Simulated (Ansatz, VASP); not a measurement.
## One calculation of O, two programs

The input INCAR:

```
SYSTEM = O
PREC = Accurate
ENCUT = 520
EDIFF = 1E-6
ISMEAR = -1
SIGMA = 0.02
LREAL = .False.
LASPH = .True.
NELM = 80
ALGO = Normal
ISIF = 2
LWAVE = .False.
LCHARG = .False.
GGA = PS
NBANDS = 13
```

KPOINTS

```
Automatic mesh
0
Gamma
  10 10 10
  0 0 0
```

The input POSCAR:

```
O
1.0
    1.4021986674      0.7976126959      3.3970744002
   -1.4444993768      0.8118461861      3.4113078904
   -0.0088237906     -1.6605833821      3.4165177094
O
2
Direct
    0.0577000000      0.0577000000      0.0577000000
    0.9423000000      0.9423000000      0.9423000000
```

Input for Ansatz:

```yaml
crystal:
  lattice:
    - [1.4021986674, 0.7976126959, 3.3970744002]
    - [-1.4444993768, 0.8118461861, 3.4113078904]
    - [-0.0088237906, -1.6605833821, 3.4165177094]
  atoms:
    - { symbol: O, position: [0.0577, 0.0577, 0.0577] }
    - { symbol: O, position: [0.9423, 0.9423, 0.9423] }
kpoints:
  mp_grid: { grid: [10, 10, 10] }
  band_path:
    path:
      - [0.0, 0.0, 0.0]
      - [0.0, 0.0, -0.5]
      - [0.5, 0.5, 0.5]
      - [0.0, 0.0, 0.0]
      - [0.0, -0.5, 0.0]
      - [0.5, 0.0, 0.0]
      - [0.0, 0.0, 0.0]
      - [0.5, 0.0, 0.5]
      - [0.0, -0.5, -0.5]
    npoints: 5
scf:
  occupations: { method: fermi_dirac, width: 0.02 }
hamiltonian:
  xc: pbesol
  pseudopotentials: { kind: all_electron, lapw: { basis_error: 0.0005 } }
output:
  forces: true
  stress: true
  eigenvalues: true
```

Change from the starting cell: equal xy, yz and zx shear strains of -1 %.

Alike in both runs: task single point; functional PBEsol; k mesh 10 × 10 × 10; occupations fermi-dirac, width 0.02 eV; no spin polarisation.

|  | VASP | Ansatz |
| --- | --- | --- |
| version | VASP 6.6.1 | Ansatz 0.2.0 |
| potentials or method | VASP PAW PBE potentials, release 64 (O), cutoff 520 eV | all-electron LAPW, scalar-relativistic |

Ansatz gave:

| Property | Result |
| --- | --- |
| pressure (GPa) | 1.8 |
| traceless stress, the component that is largest in VASP (GPa) | 20.79 |
| rms of the force components (eV/Å) | 1.292 |

Which values does VASP return?

Pressure (GPa): 5.9; traceless stress, the component that is largest in VASP (GPa): 29.59; rms of the force components (eV/Å): 2.270.

VASP's potentials were made for PBE, not for PBEsol. Atom by atom the forces differ by 0.979 eV/Å (rms over components). Ansatz ran all-electron here, and VASP with PAW potentials.

Noted on VASP's run: the standard files for N, O and F lose accuracy on very short bonds; spin is off for a triplet molecule.
